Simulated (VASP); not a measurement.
# ScTeAs3 (Pm-3m) in VASP: relaxation of cell and atoms with PBE

Aim: the relaxation of cell and atoms of ScTeAs3 with PBE.

All numbers are computed with VASP 6.6.1; they aren't measurements. Logs are shortened: lines on timing, memory, paths and dates and some standing lists are left out, and cuts for length are marked.

**1. The cell of the first run**

The structure is cubic, space group Pm-3m (No. 221). The conventional cell has a = 5.123 Å, b = 5.123 Å, c = 5.123 Å, α = 90.00°, β = 90.00°, γ = 90.00°. Within 3.4 Å of Sc (site symmetry m-3m) lie 6 As at 2.56 Å. Within 4.8 Å of Te (site symmetry m-3m) lie 12 As at 3.62 Å and 8 Sc at 4.44 Å. Within 3.4 Å of As (site symmetry 4/mmm) lie 2 Sc at 2.56 Å.

The cell was generated, and may not be a known phase.

**2. Relaxation of cell and atoms, PBE**

File INCAR:

```
PREC = Accurate ; ENCUT = 600
EDIFF = 1E-7 ; ISMEAR = 0
SIGMA = 0.1 ; LREAL = F
LASPH = T ; NELM = 100
ALGO = Fast ; ISIF = 3
LWAVE = F ; LCHARG = F
GGA = PE ; IBRION = 2
NSW = 100 ; EDIFFG = -0.01
```

File KPOINTS:

```
Automatic mesh
0
Gamma
  8 8 8
```

File POSCAR:

```
ScTeAs3
1.0
    5.1230205976      0.0000000000      0.0000000000
    0.0000000000      5.1230205976      0.0000000000
    0.0000000000      0.0000000000      5.1230205976
Sc Te As
1 1 3
Direct
    0.0000000000      0.0000000000      0.0000000000
    0.5000000000      0.5000000000      0.5000000000
    0.5000000000      0.0000000000      0.0000000000
    0.0000000000      0.0000000000      0.5000000000
    0.0000000000      0.5000000000      0.0000000000
```

Potentials or basis: VASP PAW PBE potentials, release 64 (Sc_sv, Te, As).

Launch:

```sh
cat potpaw_PBE.64/Sc_sv/POTCAR potpaw_PBE.64/Te/POTCAR potpaw_PBE.64/As/POTCAR > POTCAR
mpirun -np 1 vasp_std > vasp.out
```

OUTCAR:

```text
PREC = Accurate
   ENCUT = 600
   EDIFF = 1E-7
   ISMEAR = 0
   LREAL = F
   LASPH = T
   NELM = 100
   ISIF = 3
   GGA = PE
   IBRION = 2
   NSW = 100
   EDIFFG = -0.01

 ion  position               nearest neighbor table
   1  0.000  0.000  0.000-   3 2.56   4 2.56   5 2.56   4 2.56   5 2.56   3 2.56
   2  0.500  0.500  0.500-
   3  0.500  0.000  0.000-   1 2.56   1 2.56
   4  0.000  0.000  0.500-   1 2.56   1 2.56
   5  0.000  0.500  0.000-   1 2.56   1 2.56

  LATTYP: Found a simple cubic cell.
 ALAT       =     5.1230205976

  Lattice vectors:

 A1 = (   5.1230205976,   0.0000000000,   0.0000000000)
 A2 = (   0.0000000000,   5.1230205976,   0.0000000000)
 A3 = (   0.0000000000,   0.0000000000,   5.1230205976)

Analysis of symmetry for initial positions (statically):
=====================================================================
 Subroutine PRICEL returns:
 Original cell was already a primitive cell.

 Routine SETGRP: Setting up the symmetry group for a
 simple cubic supercell.

 Subroutine GETGRP returns: Found 48 space group operations
 (whereof 48 operations were pure point group operations)
 out of a pool of 48 trial point group operations.

The static configuration has the point symmetry O_h .

Analysis of symmetry for dynamics (positions and initial velocities):
=====================================================================
 Subroutine PRICEL returns:
 Original cell was already a primitive cell.

 Routine SETGRP: Setting up the symmetry group for a
 simple cubic supercell.

 Subroutine GETGRP returns: Found 48 space group operations
 (whereof 48 operations were pure point group operations)
 out of a pool of 48 trial point group operations.

The dynamic configuration has the point symmetry O_h .

 Subroutine INISYM returns: Found 48 space group operations
 (whereof 48 operations are pure point group operations),
 and found     1 'primitive' translations

----------------------------------------------------------------------------------------

                                     Primitive cell

  volume of cell :     134.4554

  direct lattice vectors                    reciprocal lattice vectors
     5.123020598  0.000000000  0.000000000     0.195197341  0.000000000  0.000000000
     0.000000000  5.123020598  0.000000000     0.000000000  0.195197341  0.000000000
[... 94 lines left out ...]
   NSW    =    100    number of steps for IOM
   IBRION =      2    ionic relax: 0-MD 1-quasi-New 2-CG
   NFREE  =      1    steps in history (QN), initial steepest desc. (CG)
   ISIF   =      3    stress and relaxation
   ISYM   =      2    0-nonsym 1-usesym 2-fastsym
   POTIM  = 0.5000    time-step for ionic-motion
   TEBEG  =    0.0;   TEEND  =   0.0 temperature during run
   PSTRESS=    0.0 pullay stress
   NELECT =      32.0000    total number of electrons
   NUPDOWN=      -1.0000    fix difference up-down
   EMIN   =  10.00;   EMAX   =-10.00  energy-range for DOS
   EFERMI =   0.00;   METHOD = LEGACY
   ISMEAR =     0;   SIGMA  =   0.10  broadening in eV -4-tet -1-fermi 0-gaus
   EFERMI_NEDOS =   21; number of points for ismear=-14 and -15
   IALGO  =     68    algorithm
   IMIX   =      4    mixing-type and parameters
     AMIX     =   0.40;   BMIX     =  1.00
     AMIX_MAG =   1.60;   BMIX_MAG =  1.00
  volume/ion in A,a.u.               =      26.89       181.47
  Fermi-wavevector in a.u.,A,eV,Ry     =   1.014531  1.917186 14.004116  1.029273
  Thomas-Fermi vector in A             =   2.147764
   LORBIT       =      0    0 simple, 1 ext, 2 COOP (PROOUT), +10 PAW based schemes
   GGA     = PE    functional components
   LHFCALC =     F    Hartree Fock is set to
   AEXX    =    0.0000 exact exchange contribution
   IVDW    =     0    specifies the selected vdW correction
   LEPSILON=     F    determine dielectric tensor
   LRPA    =     F    only Hartree local field effects (RPA)
 conjugate gradient relaxation of ions
 non-spin polarized calculation
 RMM-DIIS sequential band-by-band and
 Gauss-broadening in eV      SIGMA  =   0.10
  energy-cutoff  :      600.00
  volume of cell :      134.46
 maximum number of plane-waves:      4524
 NGX is ok and might be reduce to    42
   NGX = 21   NGY = 21   NGZ = 21

 number of electron      31.9999995 magnetization

 Free energy of the ion-electron system (eV)
  ---------------------------------------------------
  ext. energy  EPLUGINS =         0.00000000
  ---------------------------------------------------
  free energy    TOTEN  =       -21.88091577 eV

  energy without entropy =      -21.85193397  energy(sigma->0) =      -21.86642487

 E-fermi :   3.6514     XC(G=0):  -9.3743

 val. band max:        3.6327401174   @ k =   0.3750   0.1250   0.0000
 cond. band min:       3.6555696233   @ k =   0.2500   0.2500   0.0000
 fundamental gap:      0.0228295059
 Fermi energy:         3.6514142636

 k-point     1 :       0.0000    0.0000    0.0000
  band No.  band energies     occupation
      1     -44.7130      2.00000
      2     -23.4597      2.00000
      3     -23.4597      2.00000
      4     -23.4597      2.00000
      5      -8.2603      2.00000
      6      -5.9452      2.00000
[... 541 lines left out ...]
     19       4.8869      0.00000
     20       5.2592      0.00000

 [... further k-points ...]

------------------------ aborting loop because EDIFF is reached ----------------------------------------

  FORCE on cell =-STRESS in cart. coord.  units (eV):
  Direction    XX          YY          ZZ          XY          YZ          ZX
  --------------------------------------------------------------------------------------
  -------------------------------------------------------------------------------------
  Total        0.0259225      0.0259225      0.0259225      0.0000000      0.0000000      0.0000000
  in kB        0.3088943      0.3088943      0.3088943      0.0000000      0.0000000      0.0000000
  external PRESSURE =       0.3088943 kB  Pullay stress =       0.0000000 kB

 VOLUME and BASIS-vectors are now :
 -----------------------------------------------------------------------------
  energy-cutoff  :      600.00
  volume of cell :      134.46
      direct lattice vectors                 reciprocal lattice vectors
     5.123020598  0.000000000  0.000000000     0.195197341  0.000000000  0.000000000
     0.000000000  5.123020598  0.000000000     0.000000000  0.195197341  0.000000000
     0.000000000  0.000000000  5.123020598     0.000000000  0.000000000  0.195197341

 POSITION                                       TOTAL-FORCE (eV/Angst)
 -----------------------------------------------------------------------------------
      0.00000      0.00000      0.00000         0.000000      0.000000      0.000000
      2.56151      2.56151      2.56151         0.000000      0.000000      0.000000
      2.56151      0.00000      0.00000         0.000000      0.000000      0.000000
      0.00000      0.00000      2.56151         0.000000      0.000000      0.000000
      0.00000      2.56151      0.00000         0.000000      0.000000      0.000000
 -----------------------------------------------------------------------------------
    total drift:                                0.000000      0.000000     -0.000000

  FREE ENERGIE OF THE ION-ELECTRON SYSTEM (eV)
  ---------------------------------------------------
  free  energy   TOTEN  =       -21.8809157740 eV

  energy  without entropy=      -21.8519339677  energy(sigma->0) =      -21.86642487

 reached required accuracy - stopping structural energy minimisation
```

Run time: 4.1 min. Hardware: 1 thread of Oxide Virtual Turin-like, shared host; peak memory 0.32 GiB.

Results:

```yaml
Free_energy: -21.8809 eV
Pressure_after_relaxing: 0.0 GPa
Band_gap_on_the_k_mesh: zero (bands 16 and 17 overlap by 1.97 eV)
```

Final structure:
```
Sc Te As
1.0
     5.12302    0.00000    0.00000
     0.00000    5.12302    0.00000
     0.00000    0.00000    5.12302
Sc Te As
1 1 3
Direct
  0.00000 0.00000 0.00000
  0.50000 0.50000 0.50000
  0.50000 0.00000 0.00000
  0.00000 0.00000 0.50000
  0.00000 0.50000 0.00000
```

Caveat: the relaxation stopped at its first step, so nothing moved; spin-orbit coupling is left out, which moves the levels of the heavy elements.

The gap in the log of VASP goes by the Fermi energy; the results here count the filled bands.